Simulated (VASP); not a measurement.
# Bi2Te2O (I-4m2) in VASP: further runs, part 2 of 3

VASP 6.6.1. The steps go on from the part before.

## (3) Single point, PBE

This run uses another cell than the first one, of 39.88 Å³/atom.

Input file INCAR:

```
SYSTEM = Bi2Te2O
PREC = Accurate
ENCUT = 520
EDIFF = 1E-6
ISMEAR = 0
SIGMA = 0.1
LREAL = .False.
LASPH = .True.
NELM = 100
ALGO = Normal
ISIF = 2
LWAVE = .False.
LCHARG = .True.
GGA = PE
LELF = .True.
LVHAR = .True.
NBANDS = 32
```

Input file KPOINTS:

```
Automatic mesh
0
Gamma
  4 4 4
  0 0 0
```

Input file POSCAR:

```
Bi2Te2O
1.0
   -3.1011902200      3.1011902200      5.1838574322
    3.1011902200     -3.1011902200      5.1838574322
    3.1011902200      3.1011902200     -5.1838574322
Bi Te O
2 2 1
Direct
    0.7966699562      0.7966699562      0.0000000000
    0.2033300438      0.2033300438      0.0000000000
    0.5000000000      0.5000000000      0.0000000000
    0.2500000000      0.7500000000      0.5000000000
    0.0000000000      0.0000000000      0.0000000000
```

Potentials or basis: VASP PAW PBE potentials, release 64 (Bi_d, Te, O).

The run is started by

```sh
$ cat potpaw_PBE.64/Bi_d/POTCAR potpaw_PBE.64/Te/POTCAR potpaw_PBE.64/O/POTCAR > POTCAR
$ mpirun -np 1 vasp_std > vasp.out
```

OUTCAR:

```text
SYSTEM = Bi2Te2O
   PREC = Accurate
   ENCUT = 520
   EDIFF = 1E-6
   ISMEAR = 0
   LREAL = .False.
   LASPH = .True.
   NELM = 100
   ISIF = 2
   GGA = PE

 ion  position               nearest neighbor table
   1  0.797  0.797  0.000-   5 2.11   3 3.08   4 3.14   4 3.14
   2  0.203  0.203  0.000-   5 2.11   3 3.08   4 3.14   4 3.14
   3  0.500  0.500  0.000-   1 3.08   2 3.08
   4  0.250  0.750  0.500-   1 3.14   2 3.14   1 3.14   2 3.14
   5  0.000  0.000  0.000-   1 2.11   2 2.11

  LATTYP: Found a body centered tetragonal cell.
 ALAT       =     6.2023804400
 C/A-ratio  =     1.6715702890

  Lattice vectors:

 A1 = (  -3.1011902200,   3.1011902200,   5.1838574322)
 A2 = (   3.1011902200,  -3.1011902200,   5.1838574322)
 A3 = (   3.1011902200,   3.1011902200,  -5.1838574322)

Analysis of symmetry for initial positions (statically):
=====================================================================
 Subroutine PRICEL returns:
 Original cell was already a primitive cell.

 Routine SETGRP: Setting up the symmetry group for a
 body centered tetragonal supercell.

 Subroutine GETGRP returns: Found  8 space group operations
 (whereof  8 operations were pure point group operations)
 out of a pool of 16 trial point group operations.

The static configuration has the point symmetry D_2d.

Analysis of symmetry for dynamics (positions and initial velocities):
=====================================================================
 Subroutine PRICEL returns:
 Original cell was already a primitive cell.

 Routine SETGRP: Setting up the symmetry group for a
 body centered tetragonal supercell.

 Subroutine GETGRP returns: Found  8 space group operations
 (whereof  8 operations were pure point group operations)
 out of a pool of 16 trial point group operations.

The dynamic configuration has the point symmetry D_2d.

[... 110 lines left out ...]
   IMIX   =      4    mixing-type and parameters
     AMIX     =   0.40;   BMIX     =  1.00
     AMIX_MAG =   1.60;   BMIX_MAG =  1.00
  volume/ion in A,a.u.               =      39.88       269.15
  Fermi-wavevector in a.u.,A,eV,Ry     =   1.018354  1.924409 14.109842  1.037044
  Thomas-Fermi vector in A             =   2.151806
   LORBIT       =      0    0 simple, 1 ext, 2 COOP (PROOUT), +10 PAW based schemes
   GGA     = PE    functional components
   LHFCALC =     F    Hartree Fock is set to
   AEXX    =    0.0000 exact exchange contribution
   IVDW    =     0    specifies the selected vdW correction
   LEPSILON=     F    determine dielectric tensor
   LRPA    =     F    only Hartree local field effects (RPA)
 non-spin polarized calculation
 Gauss-broadening in eV      SIGMA  =   0.10
  energy-cutoff  :      520.00
  volume of cell :      199.42
 maximum number of plane-waves:      5395
 NGX is ok and might be reduce to    54
   NGX = 25   NGY = 25   NGZ = 25

 number of electron      47.9999996 magnetization

 Free energy of the ion-electron system (eV)
  ---------------------------------------------------
  ext. energy  EPLUGINS =         0.00000000
  ---------------------------------------------------
  free energy    TOTEN  =       -18.63636933 eV

  energy without entropy =      -18.62327540  energy(sigma->0) =      -18.62982236

 E-fermi :   2.8516     XC(G=0):  -7.7946

 val. band max:        2.8367880667   @ k =   0.2500   0.2500   0.2500
 cond. band min:       2.8972767598   @ k =   0.5000   0.5000   0.2500
 fundamental gap:      0.0604886931
 Fermi energy:         2.8515862125

 k-point     1 :       0.0000    0.0000    0.0000
  band No.  band energies     occupation
      1     -20.4785      2.00000
      2     -20.3918      2.00000
      3     -20.3878      2.00000
      4     -20.3856      2.00000
      5     -20.3731      2.00000
      6     -20.3025      2.00000
[... 444 lines left out ...]
     31       7.6984      0.00000
     32       8.6684      0.00000

------------------------ aborting loop because EDIFF is reached ----------------------------------------

  FORCE on cell =-STRESS in cart. coord.  units (eV):
  Direction    XX          YY          ZZ          XY          YZ          ZX
  --------------------------------------------------------------------------------------
  -------------------------------------------------------------------------------------
  Total       -0.0648656     -0.0648656      0.0622037      0.0000000      0.0000000      0.0000000
  in kB       -0.5211411     -0.5211411      0.4997549      0.0000000      0.0000000      0.0000000
  external PRESSURE =      -0.1808424 kB  Pullay stress =       0.0000000 kB

 VOLUME and BASIS-vectors are now :
 -----------------------------------------------------------------------------
  energy-cutoff  :      520.00
  volume of cell :      199.42
      direct lattice vectors                 reciprocal lattice vectors
    -3.101190220  3.101190220  5.183857432     0.000000000  0.161228420  0.096453270
     3.101190220 -3.101190220  5.183857432     0.161228420  0.000000000  0.096453270
     3.101190220  3.101190220 -5.183857432     0.161228420  0.161228420  0.000000000

 POSITION                                       TOTAL-FORCE (eV/Angst)
 -----------------------------------------------------------------------------------
      0.00000      0.00000      8.25965        -0.000000     -0.000000     -0.061248
      0.00000      0.00000      2.10807         0.000000      0.000000      0.061248
      0.00000      0.00000      5.18386        -0.000000     -0.000000      0.000000
      3.10119     -0.00000      2.59193        -0.000000     -0.000000      0.000000
      0.00000      0.00000      0.00000        -0.000000     -0.000000      0.000000
 -----------------------------------------------------------------------------------
    total drift:                                0.000000     -0.000000     -0.000000

  FREE ENERGIE OF THE ION-ELECTRON SYSTEM (eV)
  ---------------------------------------------------
  free  energy   TOTEN  =       -18.6363693271 eV

  energy  without entropy=      -18.6232754013  energy(sigma->0) =      -18.62982236
```

stdout:

```text
POSCAR found type information on POSCAR BiTeO
 POSCAR found :  3 types and       5 ions
 scaLAPACK will be used
 LDA part: xc-table for (Slater+PW92), standard interpolation
 POSCAR, INCAR and KPOINTS ok, starting setup
 FFT: planning ... GRIDC
 FFT: planning ... GRID_SOFT
 FFT: planning ... GRID
 WAVECAR not read
 entering main loop
```

Run time: 2 min. Hardware: 1 thread of AMD EPYC 7R13 (Zen 3), shared host; peak memory 0.39 GiB.

Results:

```yaml
Free_energy: -18.6364 eV
Pressure: 0.0 GPa
Largest_force: 0.061 eV/Å
Band_gap_on_the_k_mesh: zero (bands 24 and 25 overlap by 0.40 eV)
```

Forces on the atoms (eV/Å):
```
Bi   0.000  0.000 -0.061
Bi   0.000  0.000  0.061
Te   0.000  0.000  0.000
Te   0.000  0.000  0.000
O    0.000  0.000  0.000
```

Stress tensor (GPa, compression positive):
```
-0.05  0.00  0.00
 0.00 -0.05  0.00
 0.00  0.00  0.05
```

Levels at points of the mesh, in eV from the Fermi level:
```csv
k point,band 21,band 22,band 23,band 24,band 25,band 26,band 27,band 28
"(0.00, 0.00, 0.00)",-1.55,-1.05,-1.05,0.21,0.68,0.68,1.94,3.64
"(0.50, 0.00, 0.00)",-1.56,-1.04,-0.92,-0.49,0.14,0.52,0.91,4.19
"(0.50, 0.50, 0.00)",-0.93,-0.92,-0.60,-0.43,-0.19,0.75,1.07,1.53
"(0.50, 0.50, 0.50)",-1.35,-0.74,-0.74,-0.24,0.53,0.53,2.49,3.87
```

Caveat: spin-orbit coupling is left out, which moves the levels of the heavy elements.

## (4) Relaxation of cell and atoms, PBE

Input file INCAR:

```
ALGO = Normal
EDIFF = 1E-6
EDIFFG = -0.04
ENCUT = 600
GGA = PE
IBRION = 2
ISIF = 3
ISMEAR = 0
LASPH = T
LCHARG = F
LREAL = F
LWAVE = F
NELM = 60
NSW = 90
PREC = Accurate
SIGMA = 0.1
```

Input file KPOINTS:

```
k-points
0
Gamma
  4 4 4
```

Input file POSCAR:

```
Bi2Te2O
1.0
   -3.1008277400      3.1008277400      4.1029605000
    3.1008277400     -3.1008277400      4.1029605000
    3.1008277400      3.1008277400     -4.1029605000
Bi Te O
2 2 1
Direct
    0.7886931300      0.7886931300      0.0000000000
    0.2113068700      0.2113068700      0.0000000000
    0.5000000000      0.5000000000      0.0000000000
    0.2500000000      0.7500000000      0.5000000000
    0.0000000000      0.0000000000      0.0000000000
```

Potentials or basis: VASP PAW PBE potentials, release 64 (Bi_d, Te, O).

The run is started by

```sh
$ cat potpaw_PBE.64/Bi_d/POTCAR potpaw_PBE.64/Te/POTCAR potpaw_PBE.64/O/POTCAR > POTCAR
$ mpirun -np 1 vasp_std > vasp.out
```

OUTCAR:

```text
EDIFF = 1E-6
   EDIFFG = -0.04
   ENCUT = 600
   GGA = PE
   IBRION = 2
   ISIF = 3
   ISMEAR = 0
   LASPH = T
   LREAL = F
   NELM = 60
   NSW = 90
   PREC = Accurate

 ion  position               nearest neighbor table
   1  0.789  0.789  0.000-   5 1.73   3 2.37   4 3.12   4 3.12   2 3.47
   2  0.211  0.211  0.000-   5 1.73   3 2.37   4 3.12   4 3.12   1 3.47
   3  0.500  0.500  0.000-   1 2.37   2 2.37
   4  0.250  0.750  0.500-   1 3.12   2 3.12   1 3.12   2 3.12
   5  0.000  0.000  0.000-   1 1.73   2 1.73

  LATTYP: Found a body centered tetragonal cell.
 ALAT       =     6.2016554800
 C/A-ratio  =     1.3231823384

  Lattice vectors:

 A1 = (  -3.1008277400,   3.1008277400,   4.1029605000)
 A2 = (   3.1008277400,  -3.1008277400,   4.1029605000)
 A3 = (   3.1008277400,   3.1008277400,  -4.1029605000)

Analysis of symmetry for initial positions (statically):
=====================================================================
 Subroutine PRICEL returns:
 Original cell was already a primitive cell.

 Routine SETGRP: Setting up the symmetry group for a
 body centered tetragonal supercell.

 Subroutine GETGRP returns: Found  8 space group operations
 (whereof  8 operations were pure point group operations)
 out of a pool of 16 trial point group operations.

The static configuration has the point symmetry D_2d.

Analysis of symmetry for dynamics (positions and initial velocities):
=====================================================================
 Subroutine PRICEL returns:
 Original cell was already a primitive cell.

 Routine SETGRP: Setting up the symmetry group for a
 body centered tetragonal supercell.

 Subroutine GETGRP returns: Found  8 space group operations
 (whereof  8 operations were pure point group operations)
 out of a pool of 16 trial point group operations.

The dynamic configuration has the point symmetry D_2d.

 Subroutine INISYM returns: Found  8 space group operations
 (whereof  8 operations are pure point group operations),
 and found     1 'primitive' translations

----------------------------------------------------------------------------------------

                                     Primitive cell

  volume of cell :     157.8020

  direct lattice vectors                    reciprocal lattice vectors
    -3.100827740  3.100827740  4.102960500     0.000000000  0.161247267  0.121863225
     3.100827740 -3.100827740  4.102960500     0.161247267  0.000000000  0.121863225
     3.100827740  3.100827740 -4.102960500     0.161247267  0.161247267  0.000000000

  length of vectors
     6.005376775  6.005376775  6.005376775     0.202117112  0.202117112  0.228038073

  position of ions in fractional coordinates (direct lattice)
     0.788693130  0.788693130  0.000000000
     0.211306870  0.211306870  0.000000000
     0.500000000  0.500000000  0.000000000
     0.250000000  0.750000000  0.500000000
     0.000000000  0.000000000  0.000000000

  ion indices of the primitive-cell ions
   primitive index   ion index
                 1           1
                 2           2
                 3           3
                 4           4
                 5           5

----------------------------------------------------------------------------------------
[... 48 lines left out ...]
 SYSTEM =  unknown system
   PREC   = accura    normal or accurate (medium, high low for compatibility)
   ISTART =      0    job   : 0-new  1-cont  2-samecut
   ICHARG =      2    charge: 1-file 2-atom 10-const
   ISPIN  =      1    spin polarized calculation?
   LNONCOLLINEAR =      F non collinear calculations
   LSORBIT =      F    spin-orbit coupling
   LASPH  =      T    aspherical Exc in radial PAW
   ENCUT  =  600.0 eV  44.10 Ry    6.64 a.u.  11.99 11.99 11.99*2*pi/ulx,y,z
   NELM   =     60;   NELMIN=  2; NELMDL= -5     # of ELM steps
   EDIFF  = 0.1E-05   stopping-criterion for ELM
   LREAL  =      F    real-space projection
   EDIFFG = -.4E-01   stopping-criterion for IOM
   NSW    =     90    number of steps for IOM
   IBRION =      2    ionic relax: 0-MD 1-quasi-New 2-CG
   NFREE  =      1    steps in history (QN), initial steepest desc. (CG)
   ISIF   =      3    stress and relaxation
   ISYM   =      2    0-nonsym 1-usesym 2-fastsym
   POTIM  = 0.5000    time-step for ionic-motion
   TEBEG  =    0.0;   TEEND  =   0.0 temperature during run
   PSTRESS=    0.0 pullay stress
   NELECT =      48.0000    total number of electrons
   NUPDOWN=      -1.0000    fix difference up-down
   EMIN   =  10.00;   EMAX   =-10.00  energy-range for DOS
   EFERMI =   0.00;   METHOD = LEGACY
   ISMEAR =     0;   SIGMA  =   0.10  broadening in eV -4-tet -1-fermi 0-gaus
   EFERMI_NEDOS =   21; number of points for ismear=-14 and -15
   IALGO  =     38    algorithm
   IMIX   =      4    mixing-type and parameters
     AMIX     =   0.40;   BMIX     =  1.00
     AMIX_MAG =   1.60;   BMIX_MAG =  1.00
  volume/ion in A,a.u.               =      31.56       212.98
  Fermi-wavevector in a.u.,A,eV,Ry     =   1.100993  2.080574 16.492772  1.212185
  Thomas-Fermi vector in A             =   2.237413
   LORBIT       =      0    0 simple, 1 ext, 2 COOP (PROOUT), +10 PAW based schemes
   GGA     = PE    functional components
   LHFCALC =     F    Hartree Fock is set to
   AEXX    =    0.0000 exact exchange contribution
   IVDW    =     0    specifies the selected vdW correction
   LEPSILON=     F    determine dielectric tensor
   LRPA    =     F    only Hartree local field effects (RPA)
 conjugate gradient relaxation of ions
 non-spin polarized calculation
 Gauss-broadening in eV      SIGMA  =   0.10
  energy-cutoff  :      600.00
  volume of cell :      157.80
 maximum number of plane-waves:      5288
   NGX = 23   NGY = 23   NGZ = 23

--------------------------------------- Ionic step        1  -------------------------------------------

 number of electron      47.9999995 magnetization

 Free energy of the ion-electron system (eV)
  ---------------------------------------------------
  ext. energy  EPLUGINS =         0.00000000
  ---------------------------------------------------
  free energy    TOTEN  =        -9.98517589 eV

  energy without entropy =       -9.96562039  energy(sigma->0) =       -9.97539814

------------------------ aborting loop because EDIFF is reached ----------------------------------------

  FORCE on cell =-STRESS in cart. coord.  units (eV):
  Direction    XX          YY          ZZ          XY          YZ          ZX
  --------------------------------------------------------------------------------------
  -------------------------------------------------------------------------------------
  Total        2.7503035      2.7503035     93.0708066      0.0000000     -0.0000000      0.0000000
  in kB       27.9240619     27.9240619    944.9557055      0.0000000     -0.0000000      0.0000000
  external PRESSURE =     333.6012764 kB  Pullay stress =       0.0000000 kB
[... 26 lines left out ...]
--------------------------------------- Ionic step        2  -------------------------------------------

 number of electron      48.0000023 magnetization

 E-fermi :  -0.6304     XC(G=0):  -6.1296

 val. band max:       -0.6481293145   @ k =  -0.2500  -0.2500   0.2500
 cond. band min:      -0.6166797656   @ k =   0.5000   0.5000   0.5000
 fundamental gap:      0.0314495489
 Fermi energy:        -0.6303927394

 k-point     1 :       0.0000    0.0000    0.0000
  band No.  band energies     occupation
      1     -23.8211      2.00000
      2     -23.8107      2.00000
      3     -23.7990      2.00000
      4     -23.7945      2.00000
      5     -23.7945      2.00000
      6     -23.7867      2.00000
[... 463 lines left out ...]
  FREE ENERGIE OF THE ION-ELECTRON SYSTEM (eV)
  ---------------------------------------------------
  free  energy   TOTEN  =       -17.0363987719 eV

  energy  without entropy=      -17.0245368660  energy(sigma->0) =      -17.03046782

[... ionic steps 4 to 11 ...]

--------------------------------------- Ionic step       12  -------------------------------------------

 number of electron      47.9999992 magnetization

------------------------ aborting loop because EDIFF is reached ----------------------------------------
[... 73 lines left out ...]
--------------------------------------- Ionic step       14  -------------------------------------------

 number of electron      48.0000006 magnetization

 Free energy of the ion-electron system (eV)
  ---------------------------------------------------
  ext. energy  EPLUGINS =         0.00000000
  ---------------------------------------------------
  free energy    TOTEN  =       -18.61423936 eV

  energy without entropy =      -18.60123073  energy(sigma->0) =      -18.60773504

 E-fermi :   2.8694     XC(G=0):  -7.8035

 val. band max:        2.8515157353   @ k =   0.2500   0.2500   0.2500
 cond. band min:       2.9146136832   @ k =   0.5000   0.5000   0.2500
 fundamental gap:      0.0630979479
 Fermi energy:         2.8694392465

 k-point     1 :       0.0000    0.0000    0.0000
  band No.  band energies     occupation
      1     -20.4490      2.00000
      2     -20.3681      2.00000
      3     -20.3646      2.00000
      4     -20.3624      2.00000
      5     -20.3496      2.00000
      6     -20.2770      2.00000
[... 424 lines left out ...]
  FREE ENERGIE OF THE ION-ELECTRON SYSTEM (eV)
  ---------------------------------------------------
  free  energy   TOTEN  =       -18.6142393644 eV

  energy  without entropy=      -18.6012307256  energy(sigma->0) =      -18.60773504

 reached required accuracy - stopping structural energy minimisation
```

Wall time 13 min (1 thread of AMD EPYC 7R13 (Zen 3), shared host); peak memory 0.36 GiB.

Results:

| Property | Result |
| --- | --- |
| Free energy | -18.6142 eV |
| Relaxed volume | 39.78 Å³/atom |
| Relaxed cell | a = 6.783 Å, b = 6.783 Å, c = 6.783 Å, α = 125.61°, β = 125.61°, γ = 80.52° |
| Space group after relaxing (to 0.1 Å) | I-4m2 (No. 119) |
| Energy gained by relaxing | 1725.8 meV/atom |
| Ionic steps | 14 |
| Pressure after relaxing | 0.0 GPa |
| Largest force after relaxing | 0.014 eV/Å |
| Band gap on the k mesh | zero (bands 24 and 25 overlap by 0.39 eV) |

Forces in eV/Å, atoms in the order of the input:
```
Bi   0.000  0.000  0.014
Bi   0.000  0.000 -0.014
Te   0.000  0.000  0.000
Te   0.000  0.000  0.000
O    0.000  0.000  0.000
```

The path:
| step | energy change (eV) | largest force (eV/Å) | pressure (GPa) | volume (Å³) |
| --- | --- | --- | --- | --- |
| 1 | 0.0000 | 5.6181 | 33.36 | 157.80 |
| 2 | 1.0565 | 0.1653 | -7.63 | 315.61 |
| 3 | -7.0512 | 2.1099 | -3.37 | 216.53 |
| 4 | -7.4775 | 2.5467 | -2.07 | 208.78 |
| 5 | -7.7542 | 3.4018 | 1.85 | 194.11 |
| 6 | -7.7687 | 3.1925 | 0.61 | 197.81 |
| 7 | -7.7713 | 3.2384 | 0.86 | 197.00 |
| 8 | -8.3662 | 1.6833 | -1.28 | 203.86 |
| 9 | -8.5159 | 0.5328 | -2.27 | 211.10 |
| 10 | -8.2584 | 2.7844 | 3.18 | 196.18 |
| 11 | -8.6059 | 0.2655 | -0.74 | 205.59 |
| 12 | -8.6060 | 0.2897 | -0.71 | 205.46 |
| 13 | -8.6259 | 0.0961 | -0.29 | 201.25 |
| 14 | -8.6291 | 0.0141 | -0.04 | 198.90 |

Final structure:
```xyz
5
Lattice="-3.0996 3.0996 5.1757 3.0996 -3.0996 5.1757 3.0996 3.0996 -5.1757" Properties=species:S:1:pos:R:3 pbc="T T T"
Bi    0.0000    0.0000    8.2398
Bi    0.0000    0.0000    2.1116
Te    0.0000    0.0000    5.1757
Te    3.0996    0.0000    2.5879
O     0.0000    0.0000    0.0000
```

Caveat: the volume moved by over 15 % at a fixed basis, so the end points are rough; spin-orbit coupling is left out, which moves the levels of the heavy elements.

(Part 2 of 3 ends here.)
